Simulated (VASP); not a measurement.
# AlGaN2: single point with LDA

The system is AlGaN2.

```
CELL_PARAMETERS angstrom
3.10094 0.00000 0.00000
0.00000 3.10094 0.00000
0.00000 0.00000 4.36292
ATOMIC_POSITIONS crystal
Al 0.50000 0.50000 0.50000
Ga 0.00000 0.00000 0.00000
N 0.50000 0.00000 0.74000
N 0.00000 0.50000 0.26000
```

```json
{"Program": "VASP 6.6.1", "Task": "single point", "Functional": "LDA", "Potentials or basis": "VASP PAW LDA potentials, release 64 (Al, Ga_d, N)", "Cutoff": "520 eV", "k mesh": "8 × 8 × 6", "Occupations": "gaussian, width 0.01 eV", "Spin": "no spin polarisation"}
```

| Property | Result |
| --- | --- |
| Pressure | 3.9 GPa |
| Largest force | 0.030 eV/Å |
| Band gap on the k mesh | 3.17 eV, direct |

Forces in eV/Å, atoms in the order of the input:
```
Al   0.000  0.000  0.000
Ga   0.000  0.000  0.000
N    0.000  0.000 -0.030
N    0.000  0.000  0.030
```

Levels at points of the mesh, in eV from the valence-band top:
```csv
k point,band 11,band 12,band 13,band 14,band 15,band 16
"(0.00, 0.00, 0.00)",-0.23,0.00,0.00,3.17,3.50,7.66
"(0.50, 0.00, 0.00)",-2.98,-1.02,-0.74,7.23,7.39,8.07
"(0.50, 0.50, 0.00)",-2.38,-2.38,-2.35,3.25,3.25,6.44
"(0.00, 0.00, 0.50)",-1.65,-1.04,-1.04,5.37,5.51,8.15
"(0.50, 0.00, 0.50)",-0.91,-0.62,-0.61,5.44,6.79,9.28
"(0.50, 0.50, 0.50)",-3.41,-3.41,-3.40,6.19,6.19,9.19
```

Wall time 15 s on 1 thread of Intel(R) Xeon(R) 6975P-C (Granite Rapids), on a shared host, peak memory 0.17 GiB.

A k mesh can miss the band edges. Expect the measured gap to be larger: semilocal functionals such as LDA lack the derivative discontinuity.
